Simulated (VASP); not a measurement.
Crystal: Se.

```
Se
1.0
     4.36620    0.00000    0.00000
    -2.18310    3.78124    0.00000
     0.00000    0.00000    5.05267
Se
3
Direct
  0.77460 0.77460 0.00000
  0.00000 0.22540 0.66667
  0.22540 0.00000 0.33333
```

Base run:

| Quantity | Value |
| --- | --- |
| Program | VASP 6.6.1 |
| Functional | PBE |
| Potentials or basis | VASP PAW PBE potentials, release 64 (Se) |
| Cutoff | 520 eV |
| k mesh | 6 × 6 × 5 |
| Occupations | fermi-dirac, width 0.05 eV |
| Spin | no spin polarisation |

Its results: band gap on the k mesh 1.32 eV, indirect (least direct gap 1.33 eV); pressure 1.3 GPa; largest force 0.201 eV/Å.

Problem. The run is repeated on the same cell with these changes: functional from PBE to PBEsol. What comes out?

Solution. Band gap on the k mesh 1.27 eV, indirect (least direct gap 1.28 eV); pressure -1.2 GPa; largest force 0.105 eV/Å.

PBEsol binds more tightly than PBE, so the same cell stands under less pressure.

Caveats: the PAW data sets were made with another functional, which shifts forces and pressure a little (some runs).

A k mesh can miss the band edges.
